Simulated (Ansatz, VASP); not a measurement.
## BP: VASP beside Ansatz

Contents of POSCAR:

```
BP
1.0
    0.0000000000      2.2349650000      2.2690000000
    2.2690000000      0.0000000000      2.2690000000
    2.2690000000      2.2349650000      0.0000000000
B P
1 1
Direct
    0.0000000000      0.0000000000      0.0000000000
    0.7500000000      0.7500000000      0.7500000000
```

INCAR.step1

```
  PREC = Accurate
  ENCUT = 520
  ISMEAR = 0
  SIGMA = 0.05
  LREAL = False
  LASPH = True
  NELM = 60
  NBANDS = 11
  GGA = PE
  ALGO = Normal
  EDIFF = 1E-4
  LWAVE = True
  LCHARG = False
```

The input INCAR.step2:

```
  PREC = Accurate
  ENCUT = 520
  EDIFF = 1E-7
  ISMEAR = 0
  SIGMA = 0.05
  LREAL = False
  LASPH = True
  NELM = 60
  ALGO = Normal
  ISIF = 2
  LWAVE = False
  LCHARG = True
  METAGGA = R2SCAN
  LMIXTAU = True
  LELF = True
  LVHAR = True
  NBANDS = 11
  ISTART = 1
```

Contents of KPOINTS:

```
Automatic mesh
0
Gamma
  10 10 10
```

Input for Ansatz:

```yaml
crystal:
  lattice:
    - [0.0, 2.234965, 2.269]
    - [2.269, 0.0, 2.269]
    - [2.269, 2.234965, 0.0]
  atoms:
    - { symbol: B, position: [0.0, 0.0, 0.0] }
    - { symbol: P, position: [0.75, 0.75, 0.75] }
basis:
  ecutwfc: 500
kpoints:
  mp_grid: { grid: [10, 10, 10] }
hamiltonian:
  xc: r2scan
scf:
  occupations: { method: gaussian, width: 0.05 }
output:
  forces: true
  stress: true
  eigenvalues: true
```

Change from the starting cell: strain -0.0150 x Voigt [0, 1, 0, 0, 0, 0], atoms carried along.

Alike in both runs: task single point; functional r2SCAN; k mesh 10 × 10 × 10; occupations gaussian, width 0.05 eV; no spin polarisation.

|  | VASP | Ansatz |
| --- | --- | --- |
| version | VASP 6.6.1 | Ansatz 0.2.0 |
| potentials or method | VASP PAW PBE potentials, release 64 (B, P), cutoff 520 eV | scalar-relativistic, plane waves, PAW |
| valence electrons in the cell | 8 | 8 |

```csv
,VASP,Ansatz,Ansatz less VASP
gap on the k mesh at the Fermi level (eV),1.19,1.16,-0.029
least direct gap on the mesh (eV),3.50,3.46,-0.040
pressure (GPa),1.9,2.5,+0.52
"traceless stress, the component that is largest in VASP (GPa)",2.89,2.88,-0.013
```

VASP's potentials were made for PBE, not for r2SCAN. The functional is the same, so the differences come from potentials, cutoffs and numerics.
